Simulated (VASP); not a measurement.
# ZnS (P6_3mc) in VASP: a series of runs

Runs on ZnS. Level: r2SCAN. Tasks: single point.

All numbers are computed with VASP 6.6.1; they aren't measurements. Logs are shortened: lines on timing, memory, paths and dates and some standing lists are left out, and cuts for length are marked.

**1. The cell of the first run**

The structure is hexagonal, space group P6_3mc (No. 186). The conventional cell has a = 3.807 Å, b = 3.807 Å, c = 6.432 Å, α = 90.00°, β = 90.00°, γ = 120.00°. Zn (site symmetry 3m) has 4 S at 2.35 to 2.38 Å within 3.1 Å. S (site symmetry 3m) has 4 Zn at 2.35 to 2.38 Å within 3.1 Å.

**2. Single point, r2SCAN (strain along c alone, the other axes held: +3.0 %, then relaxed in part)**

POSCAR

```
ZnS
1.0
    3.8065185603      0.0000000000      0.0000000000
   -1.9032592801      3.2965417732      0.0000000000
    0.0000000000      0.0000000000      6.4321469704
Zn S
2 2
Direct
    0.3333333333      0.6666666667      0.0025317748
    0.6666666667      0.3333333333      0.5025317748
    0.3333333333      0.6666666667      0.3724682252
    0.6666666667      0.3333333333      0.8724682252
```

INCAR.step1

```
PREC = Accurate
ENCUT = 520
ISMEAR = 0
SIGMA = 0.02
LREAL = F
LASPH = T
NELM = 80
NBANDS = 26
GGA = PE
ALGO = Normal
EDIFF = 1E-4
LWAVE = T
LCHARG = F
```

INCAR.step2

```
PREC = Accurate
ENCUT = 520
EDIFF = 1E-6
ISMEAR = 0
SIGMA = 0.02
LREAL = F
LASPH = T
NELM = 80
ALGO = Normal
ISIF = 2
LWAVE = F
LCHARG = F
METAGGA = R2SCAN
LMIXTAU = T
NBANDS = 26
ISTART = 1
```

KPOINTS

```
regular mesh
0
Gamma
  6 6 4
```

Potentials or basis: VASP PAW PBE potentials, release 64 (Zn, S).

Command:

```console
$ cat potpaw_PBE.64/Zn/POTCAR potpaw_PBE.64/S/POTCAR > POTCAR
$ cp INCAR.step1 INCAR
$ mpirun -np 1 vasp_std > vasp.out
$ cp INCAR.step2 INCAR
$ mpirun -np 1 vasp_std > vasp.out
```

OUTCAR:

```text
PREC = Accurate
   ENCUT = 520
   EDIFF = 1E-6
   ISMEAR = 0
   LREAL = F
   LASPH = T
   NELM = 80
   ISIF = 2
   METAGGA = R2SCAN
   ISTART = 1

 ion  position               nearest neighbor table
   1  0.333  0.667  0.003-   4 2.35   4 2.35   4 2.35   3 2.38
   2  0.667  0.333  0.503-   3 2.35   3 2.35   3 2.35   4 2.38
   3  0.333  0.667  0.372-   2 2.35   2 2.35   2 2.35   1 2.38
   4  0.667  0.333  0.872-   1 2.35   1 2.35   1 2.35   2 2.38

  LATTYP: Found a hexagonal cell.
 ALAT       =     3.8065185603
 C/A-ratio  =     1.6897716032

  Lattice vectors:

 A1 = (   3.8065185603,   0.0000000000,   0.0000000000)
 A2 = (  -1.9032592801,   3.2965417732,   0.0000000000)
 A3 = (   0.0000000000,   0.0000000000,   6.4321469704)

Analysis of symmetry for initial positions (statically):
=====================================================================
 Subroutine PRICEL returns:
 Original cell was already a primitive cell.

 Routine SETGRP: Setting up the symmetry group for a
 hexagonal supercell.

 Subroutine GETGRP returns: Found 12 space group operations
 (whereof  6 operations were pure point group operations)
 out of a pool of 24 trial point group operations.

The static configuration has the point symmetry C_3v.
 The point group associated with its full space group is C_6v.

Analysis of symmetry for dynamics (positions and initial velocities):
=====================================================================
 Subroutine PRICEL returns:
 Original cell was already a primitive cell.

 Routine SETGRP: Setting up the symmetry group for a
 hexagonal supercell.

 Subroutine GETGRP returns: Found 12 space group operations
 (whereof  6 operations were pure point group operations)
 out of a pool of 24 trial point group operations.

The dynamic configuration has the point symmetry C_3v.
 The point group associated with its full space group is C_6v.

 Subroutine INISYM returns: Found 12 space group operations
 (whereof  6 operations are pure point group operations),
 and found     1 'primitive' translations

----------------------------------------------------------------------------------------

                                     Primitive cell

  volume of cell :      80.7128

  direct lattice vectors                    reciprocal lattice vectors
     3.806518560  0.000000000  0.000000000     0.262707244  0.151674098  0.000000000
    -1.903259280  3.296541773  0.000000000     0.000000000  0.303348196  0.000000000
     0.000000000  0.000000000  6.432146970     0.000000000  0.000000000  0.155469084

  length of vectors
     3.806518560  3.806518560  6.432146970     0.303348196  0.303348196  0.155469084

  position of ions in fractional coordinates (direct lattice)
     0.333333333  0.666666667  0.002531775
     0.666666667  0.333333333  0.502531775
     0.333333333  0.666666667  0.372468225
     0.666666667  0.333333333  0.872468225

  ion indices of the primitive-cell ions
   primitive index   ion index
                 1           1
                 2           2
                 3           3
                 4           4

----------------------------------------------------------------------------------------

 KPOINTS: regular mesh

Automatic generation of k-mesh.
 Grid dimensions read from file:
 generate k-points for:    6    6    4

 Generating k-lattice:

  Cartesian coordinates                     Fractional coordinates (reciprocal lattice)
     0.043784541  0.025279016  0.000000000     0.166666667  0.000000000  0.000000000
     0.000000000  0.050558033  0.000000000     0.000000000  0.166666667  0.000000000
     0.000000000  0.000000000  0.038867271     0.000000000  0.000000000  0.250000000

  Length of vectors
     0.050558033  0.050558033  0.038867271

  Shift w.r.t. Gamma in fractional coordinates (k-lattice)
     0.000000000  0.000000000  0.000000000

 Subroutine IBZKPT returns following result:
 ===========================================

 Found     21 irreducible k-points:

 Following reciprocal coordinates:
            Coordinates               Weight
  0.000000  0.000000  0.000000      1.000000
  0.166667  0.000000  0.000000      6.000000
  0.333333  0.000000  0.000000      6.000000
  0.500000  0.000000  0.000000      3.000000
  0.166667  0.166667  0.000000      6.000000
  0.333333  0.166667  0.000000     12.000000
[... 13 lines left out ...]
  0.333333  0.166667  0.500000     12.000000
  0.333333  0.333333  0.500000      2.000000
   k-points           NKPTS =     21   k-points in BZ     NKDIM =     21   number of bands    NBANDS=     26
   number of dos      NEDOS =    301   number of ions     NIONS =      4
   total plane-waves  NPLWV =  37632
   dimension x,y,z NGX =    28 NGY =   28 NGZ =   48
   dimension x,y,z NGXF=    56 NGYF=   56 NGZF=   96
   ions per type =               2   2
   NGX,Y,Z   is equivalent  to a cutoff of  12.23, 12.23, 12.41 a.u.
   NGXF,Y,Z  is equivalent  to a cutoff of  24.46, 24.46, 24.81 a.u.
 SYSTEM =  unknown system
   PREC   = accura    normal or accurate (medium, high low for compatibility)
   ISTART =      1    job   : 0-new  1-cont  2-samecut
   ICHARG =      0    charge: 1-file 2-atom 10-const
   ISPIN  =      1    spin polarized calculation?
   LNONCOLLINEAR =      F non collinear calculations
   LSORBIT =      F    spin-orbit coupling
   LASPH  =      T    aspherical Exc in radial PAW
   ENCUT  =  520.0 eV  38.22 Ry    6.18 a.u.   7.08  7.08 11.96*2*pi/ulx,y,z
   NELM   =     80;   NELMIN=  2; NELMDL=  0     # of ELM steps
   EDIFF  = 0.1E-05   stopping-criterion for ELM
   LREAL  =      F    real-space projection
   EDIFFG = 0.1E-04   stopping-criterion for IOM
   NSW    =      0    number of steps for IOM
   IBRION =     -1    ionic relax: 0-MD 1-quasi-New 2-CG
   NFREE  =      0    steps in history (QN), initial steepest desc. (CG)
   ISIF   =      2    stress and relaxation
   ISYM   =      2    0-nonsym 1-usesym 2-fastsym
   POTIM  = 0.5000    time-step for ionic-motion
   TEBEG  =    0.0;   TEEND  =   0.0 temperature during run
   PSTRESS=    0.0 pullay stress
   NELECT =      36.0000    total number of electrons
   NUPDOWN=      -1.0000    fix difference up-down
   EMIN   =  10.00;   EMAX   =-10.00  energy-range for DOS
   EFERMI =   0.00;   METHOD = LEGACY
   ISMEAR =     0;   SIGMA  =   0.02  broadening in eV -4-tet -1-fermi 0-gaus
   EFERMI_NEDOS =   21; number of points for ismear=-14 and -15
   IALGO  =     38    algorithm
   IMIX   =      4    mixing-type and parameters
     AMIX     =   0.40;   BMIX     =  1.00
     AMIX_MAG =   1.60;   BMIX_MAG =  1.00
  volume/ion in A,a.u.               =      20.18       136.17
  Fermi-wavevector in a.u.,A,eV,Ry     =   1.250820  2.363707 21.287006  1.564551
  Thomas-Fermi vector in A             =   2.384796
   LORBIT       =      0    0 simple, 1 ext, 2 COOP (PROOUT), +10 PAW based schemes
   METAGGA = R2SCAN    functional components
   LHFCALC =     F    Hartree Fock is set to
   AEXX    =    0.0000 exact exchange contribution
   IVDW    =     0    specifies the selected vdW correction
   LEPSILON=     F    determine dielectric tensor
   LRPA    =     F    only Hartree local field effects (RPA)
 non-spin polarized calculation
 Gauss-broadening in eV      SIGMA  =   0.02
  energy-cutoff  :      520.00
  volume of cell :       80.71
 maximum number of plane-waves:      2192
   NGX = 15   NGY = 15   NGZ = 23

 number of electron      35.9999985 magnetization

 Free energy of the ion-electron system (eV)
  ---------------------------------------------------
  ext. energy  EPLUGINS =         0.00000000
  ---------------------------------------------------
  free energy    TOTEN  =       -37.68841796 eV

  energy without entropy =      -37.68841796  energy(sigma->0) =      -37.68841796

 E-fermi :   1.8272     XC(G=0): -10.1652

 val. band max:        1.6937833134   @ k =   0.0000   0.0000   0.0000
 cond. band min:       4.2340398188   @ k =   0.0000   0.0000   0.0000
 fundamental gap:      2.5402565054
 Fermi energy:         1.8271904420

 k-point     1 :       0.0000    0.0000    0.0000
  band No.  band energies     occupation
      1     -11.8943      2.00000
      2     -11.0443      2.00000
      3      -4.7876      2.00000
      4      -4.7634      2.00000
      5      -4.7634      2.00000
      6      -4.6783      2.00000
[... 18 lines left out ...]
     25       9.9509      0.00000
     26      11.1457      0.00000

 k-point     2 :       0.1667    0.0000    0.0000
  band No.  band energies     occupation
      1     -11.7103      2.00000
      2     -10.9370      2.00000
      3      -4.7683      2.00000
      4      -4.7511      2.00000
      5      -4.7301      2.00000
      6      -4.6513      2.00000
[... 18 lines left out ...]
     25      10.3431      0.00000
     26      10.7727      0.00000

 k-point     3 :       0.3333    0.0000    0.0000
  band No.  band energies     occupation
      1     -11.2728      2.00000
      2     -10.7381      2.00000
      3      -4.7438      2.00000
      4      -4.6872      2.00000
      5      -4.6778      2.00000
      6      -4.5236      2.00000
[... 18 lines left out ...]
     25      10.7154      0.00000
     26      12.0847      0.00000

 k-point     4 :       0.5000    0.0000    0.0000
  band No.  band energies     occupation
      1     -10.9763      2.00000
      2     -10.6835      2.00000
      3      -4.7302      2.00000
      4      -4.6606      2.00000
      5      -4.5271      2.00000
      6      -4.5178      2.00000
[... 18 lines left out ...]
     25      11.0397      0.00000
     26      13.8274      0.00000
[... 409 lines left out ...]
      1     -11.1021      2.00000
      2     -11.1021      2.00000
      3      -4.7227      2.00000
      4      -4.7227      2.00000
      5      -4.6302      2.00000
      6      -4.6302      2.00000
[... 18 lines left out ...]
     25      10.5544      0.00000
     26      10.5544      0.00000

 k-point    20 :       0.3333    0.1667    0.5000
  band No.  band energies     occupation
      1     -10.8286      2.00000
      2     -10.8286      2.00000
      3      -4.6823      2.00000
      4      -4.6823      2.00000
      5      -4.5757      2.00000
      6      -4.5757      2.00000
[... 18 lines left out ...]
     25      11.3944      0.00000
     26      11.3944      0.00000

 k-point    21 :       0.3333    0.3333    0.5000
  band No.  band energies     occupation
      1     -10.7348      2.00000
      2     -10.7348      2.00000
      3      -4.6103      2.00000
      4      -4.6103      2.00000
      5      -4.6094      2.00000
      6      -4.6094      2.00000
[... 18 lines left out ...]
     25      11.9344      0.00000
     26      11.9344      0.00000

------------------------ aborting loop because EDIFF is reached ----------------------------------------

  FORCE on cell =-STRESS in cart. coord.  units (eV):
  Direction    XX          YY          ZZ          XY          YZ          ZX
  --------------------------------------------------------------------------------------
  -------------------------------------------------------------------------------------
  Total       -0.5637443     -0.5637443     -2.1248841     -0.0000000      0.0000000      0.0000000
  in kB      -11.1905188    -11.1905188    -42.1796843     -0.0000000      0.0000000      0.0000000
  external PRESSURE =     -21.5202406 kB  Pullay stress =       0.0000000 kB

 VOLUME and BASIS-vectors are now :
 -----------------------------------------------------------------------------
  energy-cutoff  :      520.00
  volume of cell :       80.71
      direct lattice vectors                 reciprocal lattice vectors
     3.806518560  0.000000000  0.000000000     0.262707244  0.151674098  0.000000000
    -1.903259280  3.296541773  0.000000000     0.000000000  0.303348196  0.000000000
     0.000000000  0.000000000  6.432146970     0.000000000  0.000000000  0.155469084

 POSITION                                       TOTAL-FORCE (eV/Angst)
 -----------------------------------------------------------------------------------
     -0.00000      2.19769      0.01628         0.000000      0.000000     -0.004816
      1.90326      1.09885      3.23236        -0.000000     -0.000000     -0.004816
     -0.00000      2.19769      2.39577        -0.000000      0.000000      0.004816
      1.90326      1.09885      5.61184        -0.000000     -0.000000      0.004816
 -----------------------------------------------------------------------------------
    total drift:                               -0.000000      0.000000     -0.018875

  FREE ENERGIE OF THE ION-ELECTRON SYSTEM (eV)
  ---------------------------------------------------
  free  energy   TOTEN  =       -37.6884179616 eV

  energy  without entropy=      -37.6884179616  energy(sigma->0) =      -37.68841796
```

It took 4.4 min on 1 thread of AMD EPYC 7R13, shared host; peak memory 0.19 GiB.

Results:

```
Free energy            : -37.6884 eV
Pressure               : -2.2 GPa
Largest force          : 0.005 eV/Å
Band gap on the k mesh : 2.54 eV, direct
```

Forces on the atoms (eV/Å):
```
Zn   0.000  0.000 -0.005
Zn   0.000  0.000 -0.005
S    0.000  0.000  0.005
S    0.000  0.000  0.005
```

Caveat: the cell differs from its parent crystal (strain along c alone, the other axes held: +3.0 %, then relaxed in part); the PAW data sets were made with another functional, which shifts forces and pressure a little.

**3. Single point, r2SCAN**

POSCAR is that of step 2.

INCAR.step1

```
SYSTEM = ZnS
PREC = Accurate
ENCUT = 520
ISMEAR = 0
SIGMA = 0.02
LREAL = .False.
LASPH = .True.
NELM = 80
NBANDS = 26
GGA = PE
ALGO = Normal
EDIFF = 1E-4
LWAVE = .True.
LCHARG = .False.
```

INCAR.step2

```
SYSTEM = ZnS
PREC = Accurate
ENCUT = 520
EDIFF = 1E-7
ISMEAR = 0
SIGMA = 0.02
LREAL = .False.
LASPH = .True.
NELM = 80
ALGO = Normal
ISIF = 2
LWAVE = .False.
LCHARG = .False.
METAGGA = R2SCAN
LMIXTAU = .True.
NBANDS = 26
ISTART = 1
```

KPOINTS

```
Automatic mesh
0
Gamma
  6 6 4
  0 0 0
```

Potentials or basis: VASP PAW PBE potentials, release 64 (Zn, S).

Command:

```console
$ cat potpaw_PBE.64/Zn/POTCAR potpaw_PBE.64/S/POTCAR > POTCAR
$ cp INCAR.step1 INCAR
$ mpirun -np 1 vasp_std > vasp.out
$ cp INCAR.step2 INCAR
$ mpirun -np 1 vasp_std > vasp.out
```

Run time: 3.4 min. Hardware: 1 thread of AMD EPYC 7R13, shared host; peak memory 0.19 GiB.

It converged, with:

```
Free energy            : -37.6884 eV
Pressure               : -2.2 GPa
Largest force          : 0.005 eV/Å
Band gap on the k mesh : 2.54 eV, direct
```

Forces on the atoms (eV/Å):
```
Zn   0.000  0.000 -0.005
Zn   0.000  0.000 -0.005
S    0.000  0.000  0.005
S    0.000  0.000  0.005
```

Stress tensor (GPa, compression positive):
```
-1.12  0.00  0.00
 0.00 -1.12  0.00
 0.00  0.00 -4.22
```

Levels at points of the mesh, in eV from the valence-band top:
```tsv
k point	band 16	band 17	band 18	band 19	band 20	band 21
(0.00, 0.00, 0.00)	-0.23	0.00	0.00	2.54	3.78	6.79
(0.50, 0.00, 0.00)	-2.15	-1.73	-0.89	4.17	4.58	5.30
(0.00, 0.00, 0.50)	-0.43	-0.43	-0.43	4.11	4.11	7.08
(0.50, 0.00, 0.50)	-1.76	-1.56	-1.56	3.82	3.82	5.62
```

Caveat: the PAW data sets were made with another functional, which shifts forces and pressure a little. r2SCAN opens gaps a little over a GGA but as a rule still falls short of measured ones.

(Part 1 of 2 ends here.)
